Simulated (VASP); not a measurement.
# ZnGe3 (Pm-3m) in VASP: notebook

The runs below take ZnGe3 through single point, with RPBE, LDA, BLYP, r2SCAN.

Program: VASP 6.6.1. These are calculated values, not measurements. Logs are shortened: lines on timing, memory, paths and dates and some standing lists are left out, and cuts for length are marked.

### Step 1. The cell of the first run

It takes space group Pm-3m (No. 221, cubic). Conventional cell: a = 4.222 Å, b = 4.222 Å, c = 4.222 Å, α = 90.00°, β = 90.00°, γ = 90.00°. Within 3.9 Å of Zn (site symmetry m-3m) lie 12 Ge at 2.99 Å. Within 3.9 Å of Ge (site symmetry 4/mmm) lie 4 Zn at 2.99 Å and 8 Ge at 2.99 Å.

### Step 2. Single point, RPBE

Contents of INCAR:

```
PREC = Accurate
ENCUT = 500
EDIFF = 1E-6
ISMEAR = 1
SIGMA = 0.15
LREAL = False
LASPH = True
NELM = 120
ALGO = Normal
ISIF = 2
LWAVE = False
LCHARG = False
GGA = RP
NBANDS = 35
GGA_COMPAT = False
```

Contents of KPOINTS:

```
regular mesh
0
Gamma
  7 7 7
```

Contents of POSCAR:

```
ZnGe3
1.0
    4.2223630000      0.0000000000      0.0000000000
    0.0000000000      4.2223630000      0.0000000000
    0.0000000000      0.0000000000      4.2223630000
Zn Ge
1 3
Direct
    0.0000000000      0.0000000000      0.0000000000
    0.0000000000      0.5000000000      0.5000000000
    0.5000000000      0.0000000000      0.5000000000
    0.5000000000      0.5000000000      0.0000000000
```

Potentials or basis: VASP PAW PBE potentials, release 64 (Zn, Ge_d).

Launch:

```sh
cat potpaw_PBE.64/Zn/POTCAR potpaw_PBE.64/Ge_d/POTCAR > POTCAR
mpirun -np 1 vasp_std > vasp.out
```

OUTCAR:

```text
PREC = Accurate
   ENCUT = 500
   EDIFF = 1E-6
   ISMEAR = 1
   LREAL = False
   LASPH = True
   NELM = 120
   ISIF = 2
   GGA = RP

 ion  position               nearest neighbor table
   1  0.000  0.000  0.000-
   2  0.000  0.500  0.500-
   3  0.500  0.000  0.500-
   4  0.500  0.500  0.000-

  LATTYP: Found a simple cubic cell.
 ALAT       =     4.2223630000

  Lattice vectors:

 A1 = (   4.2223630000,   0.0000000000,   0.0000000000)
 A2 = (   0.0000000000,   4.2223630000,   0.0000000000)
 A3 = (   0.0000000000,   0.0000000000,   4.2223630000)

Analysis of symmetry for initial positions (statically):
=====================================================================
 Subroutine PRICEL returns:
 Original cell was already a primitive cell.

 Routine SETGRP: Setting up the symmetry group for a
 simple cubic supercell.

 Subroutine GETGRP returns: Found 48 space group operations
 (whereof 48 operations were pure point group operations)
 out of a pool of 48 trial point group operations.

The static configuration has the point symmetry O_h .

Analysis of symmetry for dynamics (positions and initial velocities):
=====================================================================
 Subroutine PRICEL returns:
 Original cell was already a primitive cell.

 Routine SETGRP: Setting up the symmetry group for a
 simple cubic supercell.

 Subroutine GETGRP returns: Found 48 space group operations
 (whereof 48 operations were pure point group operations)
 out of a pool of 48 trial point group operations.

The dynamic configuration has the point symmetry O_h .

 Subroutine INISYM returns: Found 48 space group operations
 (whereof 48 operations are pure point group operations),
 and found     1 'primitive' translations

----------------------------------------------------------------------------------------

                                     Primitive cell

  volume of cell :      75.2778

  direct lattice vectors                    reciprocal lattice vectors
     4.222363000  0.000000000  0.000000000     0.236834209  0.000000000  0.000000000
     0.000000000  4.222363000  0.000000000     0.000000000  0.236834209  0.000000000
     0.000000000  0.000000000  4.222363000     0.000000000  0.000000000  0.236834209

  length of vectors
     4.222363000  4.222363000  4.222363000     0.236834209  0.236834209  0.236834209

  position of ions in fractional coordinates (direct lattice)
     0.000000000  0.000000000  0.000000000
     0.000000000  0.500000000  0.500000000
     0.500000000  0.000000000  0.500000000
     0.500000000  0.500000000  0.000000000

  ion indices of the primitive-cell ions
   primitive index   ion index
                 1           1
                 2           2
                 3           3
                 4           4

----------------------------------------------------------------------------------------

 KPOINTS: regular mesh

Automatic generation of k-mesh.
 Grid dimensions read from file:
 generate k-points for:    7    7    7

 Generating k-lattice:

  Cartesian coordinates                     Fractional coordinates (reciprocal lattice)
     0.033833458  0.000000000  0.000000000     0.142857143  0.000000000  0.000000000
     0.000000000  0.033833458  0.000000000     0.000000000  0.142857143  0.000000000
     0.000000000  0.000000000  0.033833458     0.000000000  0.000000000  0.142857143

  Length of vectors
     0.033833458  0.033833458  0.033833458

  Shift w.r.t. Gamma in fractional coordinates (k-lattice)
     0.000000000  0.000000000  0.000000000

 Subroutine IBZKPT returns following result:
 ===========================================

 Found     20 irreducible k-points:

 Following reciprocal coordinates:
            Coordinates               Weight
  0.000000  0.000000  0.000000      1.000000
  0.142857  0.000000  0.000000      6.000000
  0.285714  0.000000  0.000000      6.000000
  0.428571  0.000000  0.000000      6.000000
  0.142857  0.142857  0.000000     12.000000
  0.285714  0.142857  0.000000     24.000000
[... 12 lines left out ...]
  0.428571  0.428571  0.285714     24.000000
  0.428571  0.428571  0.428571      8.000000
   k-points           NKPTS =     20   k-points in BZ     NKDIM =     20   number of bands    NBANDS=     35
   number of dos      NEDOS =    301   number of ions     NIONS =      4
   total plane-waves  NPLWV =  32768
   dimension x,y,z NGX =    32 NGY =   32 NGZ =   32
   dimension x,y,z NGXF=    64 NGYF=   64 NGZF=   64
   ions per type =               1   3
   NGX,Y,Z   is equivalent  to a cutoff of  12.60, 12.60, 12.60 a.u.
   NGXF,Y,Z  is equivalent  to a cutoff of  25.20, 25.20, 25.20 a.u.
 SYSTEM =  unknown system
   PREC   = accura    normal or accurate (medium, high low for compatibility)
   ISTART =      0    job   : 0-new  1-cont  2-samecut
   ICHARG =      2    charge: 1-file 2-atom 10-const
   ISPIN  =      1    spin polarized calculation?
   LNONCOLLINEAR =      F non collinear calculations
   LSORBIT =      F    spin-orbit coupling
   LASPH  =      T    aspherical Exc in radial PAW
   ENCUT  =  500.0 eV  36.75 Ry    6.06 a.u.   7.70  7.70  7.70*2*pi/ulx,y,z
   NELM   =    120;   NELMIN=  2; NELMDL= -5     # of ELM steps
   EDIFF  = 0.1E-05   stopping-criterion for ELM
   LREAL  =      F    real-space projection
   EDIFFG = 0.1E-04   stopping-criterion for IOM
   NSW    =      0    number of steps for IOM
   IBRION =     -1    ionic relax: 0-MD 1-quasi-New 2-CG
   NFREE  =      0    steps in history (QN), initial steepest desc. (CG)
   ISIF   =      2    stress and relaxation
   ISYM   =      2    0-nonsym 1-usesym 2-fastsym
   POTIM  = 0.5000    time-step for ionic-motion
   TEBEG  =    0.0;   TEEND  =   0.0 temperature during run
   PSTRESS=    0.0 pullay stress
   NELECT =      54.0000    total number of electrons
   NUPDOWN=      -1.0000    fix difference up-down
   EMIN   =  10.00;   EMAX   =-10.00  energy-range for DOS
   EFERMI =   0.00;   METHOD = LEGACY
   ISMEAR =     1;   SIGMA  =   0.15  broadening in eV -4-tet -1-fermi 0-gaus
   EFERMI_NEDOS =   21; number of points for ismear=-14 and -15
   IALGO  =     38    algorithm
   IMIX   =      4    mixing-type and parameters
     AMIX     =   0.40;   BMIX     =  1.00
     AMIX_MAG =   1.60;   BMIX_MAG =  1.00
  volume/ion in A,a.u.               =      18.82       127.00
  Fermi-wavevector in a.u.,A,eV,Ry     =   1.465493  2.769381 29.220834  2.147671
  Thomas-Fermi vector in A             =   2.581344
   LORBIT       =      0    0 simple, 1 ext, 2 COOP (PROOUT), +10 PAW based schemes
   GGA     = RP    functional components
   LHFCALC =     F    Hartree Fock is set to
   AEXX    =    0.0000 exact exchange contribution
   IVDW    =     0    specifies the selected vdW correction
   LEPSILON=     F    determine dielectric tensor
   LRPA    =     F    only Hartree local field effects (RPA)
 non-spin polarized calculation
 Methfessel and Paxton  Order N= 1 SIGMA  =   0.15
  energy-cutoff  :      500.00
  volume of cell :       75.28
 maximum number of plane-waves:      1935
 NGX is ok and might be reduce to    32
   NGX = 15   NGY = 15   NGZ = 15

 number of electron      54.0000058 magnetization

 Free energy of the ion-electron system (eV)
  ---------------------------------------------------
  ext. energy  EPLUGINS =         0.00000000
  ---------------------------------------------------
  free energy    TOTEN  =       -12.08049378 eV

  energy without entropy =      -12.07844683  energy(sigma->0) =      -12.07981146

 E-fermi :   5.7292     XC(G=0): -11.0008

 val. band max:        5.6894937332   @ k =   0.4286   0.2857   0.0000
 cond. band min:       5.7613151186   @ k =   0.1429   0.1429   0.0000
 fundamental gap:      0.0718213854
 Fermi energy:         5.7292104987

 k-point     1 :       0.0000    0.0000    0.0000
  band No.  band energies     occupation
      1     -19.1252      2.00000
      2     -19.1252      2.00000
      3     -19.1252      2.00000
      4     -19.1126      2.00000
      5     -19.0809      2.00000
      6     -19.0809      2.00000
[... 27 lines left out ...]
     34      12.9963      0.00000
     35      12.9963      0.00000

 k-point     2 :       0.1429    0.0000    0.0000
  band No.  band energies     occupation
      1     -19.1241      2.00000
      2     -19.1186      2.00000
      3     -19.1186      2.00000
      4     -19.1083      2.00000
      5     -19.0803      2.00000
      6     -19.0771      2.00000
[... 27 lines left out ...]
     34      13.3507      0.00000
     35      13.3508      0.00000

 k-point     3 :       0.2857    0.0000    0.0000
  band No.  band energies     occupation
      1     -19.1217      2.00000
      2     -19.1004      2.00000
      3     -19.1004      2.00000
      4     -19.0971      2.00000
      5     -19.0788      2.00000
      6     -19.0671      2.00000
[... 27 lines left out ...]
     34      13.7596      0.00000
     35      13.7892      0.00000

 k-point     4 :       0.4286    0.0000    0.0000
  band No.  band energies     occupation
      1     -19.1197      2.00000
      2     -19.0857      2.00000
      3     -19.0760      2.00000
      4     -19.0752      2.00000
      5     -19.0752      2.00000
      6     -19.0556      2.00000
[... 27 lines left out ...]
     34      12.5785      0.00000
     35      13.0830      0.00000

 k-point     5 :       0.1429    0.1429    0.0000
  band No.  band energies     occupation
      1     -19.1194      2.00000
      2     -19.1158      2.00000
      3     -19.1144      2.00000
      4     -19.1034      2.00000
      5     -19.0782      2.00000
      6     -19.0745      2.00000
[... 486 lines left out ...]
 k-point    18 :       0.4286    0.2857    0.2857
  band No.  band energies     occupation
      1     -19.0967      2.00000
      2     -19.0892      2.00000
      3     -19.0860      2.00000
      4     -19.0797      2.00000
      5     -19.0739      2.00000
      6     -19.0714      2.00000
[... 27 lines left out ...]
     34      12.4255      0.00000
     35      14.4305      0.00000

 k-point    19 :       0.4286    0.4286    0.2857
  band No.  band energies     occupation
      1     -19.0915      2.00000
      2     -19.0880      2.00000
      3     -19.0858      2.00000
      4     -19.0838      2.00000
      5     -19.0831      2.00000
      6     -19.0742      2.00000
[... 27 lines left out ...]
     34      13.4816      0.00000
     35      14.5283      0.00000

 k-point    20 :       0.4286    0.4286    0.4286
  band No.  band energies     occupation
      1     -19.0917      2.00000
      2     -19.0884      2.00000
      3     -19.0884      2.00000
      4     -19.0883      2.00000
      5     -19.0853      2.00000
      6     -19.0853      2.00000
[... 27 lines left out ...]
     34      14.9724      0.00000
     35      15.8578      0.00000

------------------------ aborting loop because EDIFF is reached ----------------------------------------

  FORCE on cell =-STRESS in cart. coord.  units (eV):
  Direction    XX          YY          ZZ          XY          YZ          ZX
  --------------------------------------------------------------------------------------
  -------------------------------------------------------------------------------------
  Total        0.6188123      0.6188123      0.6188123      0.0000000      0.0000000      0.0000000
  in kB       13.1705171     13.1705171     13.1705171      0.0000000      0.0000000      0.0000000
  external PRESSURE =      13.1705171 kB  Pullay stress =       0.0000000 kB

 VOLUME and BASIS-vectors are now :
 -----------------------------------------------------------------------------
  energy-cutoff  :      500.00
  volume of cell :       75.28
      direct lattice vectors                 reciprocal lattice vectors
     4.222363000  0.000000000  0.000000000     0.236834209  0.000000000  0.000000000
     0.000000000  4.222363000  0.000000000     0.000000000  0.236834209  0.000000000
     0.000000000  0.000000000  4.222363000     0.000000000  0.000000000  0.236834209

 POSITION                                       TOTAL-FORCE (eV/Angst)
 -----------------------------------------------------------------------------------
      0.00000      0.00000      0.00000         0.000000      0.000000      0.000000
      0.00000      2.11118      2.11118         0.000000      0.000000      0.000000
      2.11118      0.00000      2.11118         0.000000      0.000000      0.000000
      2.11118      2.11118      0.00000         0.000000      0.000000      0.000000
 -----------------------------------------------------------------------------------
    total drift:                                0.000000     -0.000000     -0.000000

  FREE ENERGIE OF THE ION-ELECTRON SYSTEM (eV)
  ---------------------------------------------------
  free  energy   TOTEN  =       -12.0804937831 eV

  energy  without entropy=      -12.0784468255  energy(sigma->0) =      -12.07981146
```

Run time: 25 s. Hardware: 1 thread of Intel Xeon Platinum 8488C (Sapphire Rapids), shared host; peak memory 0.19 GiB.

What came out:

| Quantity | Value |
| --- | --- |
| Free energy | -12.0805 eV |
| Pressure | 1.3 GPa |
| Band gap on the k mesh | zero (bands 27 and 28 overlap by 3.21 eV) |

Levels at points of the mesh, in eV from the Fermi level:
| k point | band 24 | band 25 | band 26 | band 27 | band 28 | band 29 | band 30 | band 31 |
| --- | --- | --- | --- | --- | --- | --- | --- | --- |
| (0.00, 0.00, 0.00) | -3.65 | -3.65 | -3.65 | -1.40 | 2.81 | 2.81 | 2.81 | 4.42 |

Caveat: the PAW data sets were made with another functional, which shifts forces and pressure a little.

### Step 3. Single point, LDA

Contents of INCAR:

```
ALGO = Normal
EDIFF = 1E-6
ENCUT = 500
GGA_COMPAT = F
ISIF = 2
ISMEAR = 1
LASPH = T
LCHARG = F
LREAL = F
LWAVE = F
NBANDS = 35
NELM = 120
PREC = Accurate
SIGMA = 0.15
```

Contents of KPOINTS:

```
k-points
0
Gamma
  7 7 7
```

POSCAR is that of step 2.

Potentials or basis: VASP PAW LDA potentials, release 64 (Zn, Ge_d).

Launch:

```sh
cat potpaw_LDA.64/Zn/POTCAR potpaw_LDA.64/Ge_d/POTCAR > POTCAR
mpirun -np 1 vasp_std > vasp.out
```

OUTCAR:

```text
EDIFF = 1E-6
   ENCUT = 500
   ISIF = 2
   ISMEAR = 1
   LASPH = T
   LREAL = F
   NELM = 120
   PREC = Accurate

 ion  position               nearest neighbor table
   1  0.000  0.000  0.000-
   2  0.000  0.500  0.500-
   3  0.500  0.000  0.500-
   4  0.500  0.500  0.000-

  LATTYP: Found a simple cubic cell.
 ALAT       =     4.2223630000

  Lattice vectors:

 A1 = (   4.2223630000,   0.0000000000,   0.0000000000)
 A2 = (   0.0000000000,   4.2223630000,   0.0000000000)
 A3 = (   0.0000000000,   0.0000000000,   4.2223630000)

Analysis of symmetry for initial positions (statically):
=====================================================================
 Subroutine PRICEL returns:
 Original cell was already a primitive cell.

 Routine SETGRP: Setting up the symmetry group for a
 simple cubic supercell.

 Subroutine GETGRP returns: Found 48 space group operations
[... 160 lines left out ...]
  ---------------------------------------------------
  free energy    TOTEN  =       -16.16737035 eV

  energy without entropy =      -16.16381253  energy(sigma->0) =      -16.16618441

 E-fermi :   5.2936     XC(G=0): -11.3998

 val. band max:        5.2692988731   @ k =   0.1429   0.1429   0.0000
 cond. band min:       5.4487160206   @ k =   0.1429   0.1429   0.1429
 fundamental gap:      0.1794171475
 Fermi energy:         5.2935595902

 k-point     1 :       0.0000    0.0000    0.0000
  band No.  band energies     occupation
      1     -19.5410      2.00000
      2     -19.5410      2.00000
      3     -19.5410      2.00000
      4     -19.5273      2.00000
      5     -19.4962      2.00000
      6     -19.4962      2.00000
[... 749 lines left out ...]
     34      14.4468      0.00000
     35      15.2984      0.00000

------------------------ aborting loop because EDIFF is reached ----------------------------------------

  FORCE on cell =-STRESS in cart. coord.  units (eV):
  Direction    XX          YY          ZZ          XY          YZ          ZX
  --------------------------------------------------------------------------------------
  -------------------------------------------------------------------------------------
  Total       -2.6714728     -2.6714728     -2.6714728      0.0000000      0.0000000     -0.0000000
  in kB      -56.8583994    -56.8583994    -56.8583994      0.0000000      0.0000000     -0.0000000
  external PRESSURE =     -56.8583994 kB  Pullay stress =       0.0000000 kB

 VOLUME and BASIS-vectors are now :
 -----------------------------------------------------------------------------
  energy-cutoff  :      500.00
  volume of cell :       75.28
      direct lattice vectors                 reciprocal lattice vectors
     4.222363000  0.000000000  0.000000000     0.236834209  0.000000000  0.000000000
     0.000000000  4.222363000  0.000000000     0.000000000  0.236834209  0.000000000
     0.000000000  0.000000000  4.222363000     0.000000000  0.000000000  0.236834209

 POSITION                                       TOTAL-FORCE (eV/Angst)
 -----------------------------------------------------------------------------------
      0.00000      0.00000      0.00000         0.000000      0.000000      0.000000
      0.00000      2.11118      2.11118         0.000000      0.000000      0.000000
      2.11118      0.00000      2.11118         0.000000      0.000000      0.000000
      2.11118      2.11118      0.00000         0.000000      0.000000      0.000000
 -----------------------------------------------------------------------------------
    total drift:                                0.000000     -0.000000     -0.000000

  FREE ENERGIE OF THE ION-ELECTRON SYSTEM (eV)
  ---------------------------------------------------
  free  energy   TOTEN  =       -16.1673703492 eV

  energy  without entropy=      -16.1638125344  energy(sigma->0) =      -16.16618441
```

Run time: 28 s. Hardware: 1 thread of Intel Xeon Platinum 8488C (Sapphire Rapids), shared host; peak memory 0.17 GiB.

Results:

```yaml
Free_energy: -16.1674 eV
Pressure: -5.7 GPa
Band_gap_on_the_k_mesh: zero (bands 27 and 28 overlap by 3.28 eV)
```

Levels at points of the mesh, in eV from the Fermi level:
```csv
k point,band 25,band 26,band 27,band 28,band 29,band 30
"(0.00, 0.00, 0.00)",-3.57,-3.57,-1.46,2.80,2.80,2.80
```

Caveat: the cell stands under tension.

### Step 4. Single point, BLYP

Contents of INCAR:

```
SYSTEM = ZnGe3
  AGGAC = 1.0
  AGGAX = 1.0
  ALDAC = 0.0
  ALDAX = 1.0
  ALGO = Normal
  EDIFF = 1E-6
  ENCUT = 500
  GGA = B5
  GGA_COMPAT = .False.
  ISIF = 2
  ISMEAR = 1
  LASPH = .True.
  LCHARG = .False.
  LREAL = .False.
  LWAVE = .False.
  NBANDS = 35
  NELM = 120
  PREC = Accurate
  SIGMA = 0.15
```

Contents of KPOINTS:

```
k-points
0
Gamma
  7 7 7
  0 0 0
```

POSCAR is that of step 3.

Potentials or basis: VASP PAW PBE potentials, release 64 (Zn, Ge_d).

Launch:

```sh
cat potpaw_PBE.64/Zn/POTCAR potpaw_PBE.64/Ge_d/POTCAR > POTCAR
mpirun -np 1 vasp_std > vasp.out
```

Wall time 38 s (1 thread of Intel Xeon Platinum 8488C (Sapphire Rapids), shared host); peak memory 0.19 GiB.

The run converged. Its results:

| Quantity | Value |
| --- | --- |
| Free energy | -10.1105 eV |
| Pressure | 5.7 GPa |
| Band gap on the k mesh | zero (bands 27 and 28 overlap by 3.25 eV) |

Levels at points of the mesh, in eV from the Fermi level:
```csv
k point,band 24,band 25,band 26,band 27,band 28,band 29,band 30,band 31
"(0.00, 0.00, 0.00)",-3.54,-3.54,-3.54,-1.43,2.74,2.74,2.74,4.35
```

Caveat: the cell stands under pressure; the PAW data sets were made with another functional, which shifts forces and pressure a little.

[end of part 1 of 2]
